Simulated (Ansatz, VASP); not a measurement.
## Si2N in VASP and in Ansatz

```xyz
3
Lattice="4.1703 0.0000 0.0000 0.0000 2.2854 0.0000 -0.9380 0.0000 4.3210" Properties=species:S:1:pos:R:3 pbc="T T T"
Si    2.0851    1.0603    0.0000
Si    0.0000    2.1503    0.0000
N    -0.4690    1.5097    2.1605
```

Alike in both runs: task single point; functional PBE; k mesh 4 × 8 × 4; occupations gaussian, width 0.1 eV; no spin polarisation.

|  | VASP | Ansatz |
| --- | --- | --- |
| version | VASP 6.6.1 | Ansatz 0.2.0 |
| potentials or method | VASP PAW PBE potentials, release 64 (Si, N), cutoff 520 eV | scalar-relativistic, plane waves, PAW |
| valence electrons in the cell | 13 | 13 |

Ansatz gave:

```
gap on the k mesh at the Fermi level (eV)                     : none
pressure (GPa)                                                : 3.0
traceless stress, the component that is largest in VASP (GPa) : -38.60
rms of the force components (eV/Å)                            : 0.333
```

Q: Which values does VASP return?

A: gap on the k mesh at the Fermi level (eV): none; pressure (GPa): 2.8; traceless stress, the component that is largest in VASP (GPa): -38.42; rms of the force components (eV/Å): 0.334.

Atom by atom the forces differ by 0.000 eV/Å (rms over components). A gap of «none» marks a metal or a gap that the smearing closes. The functional is the same, so the differences come from potentials, cutoffs and numerics.

The k mesh is coarse, so the values compare programs but aren't converged.
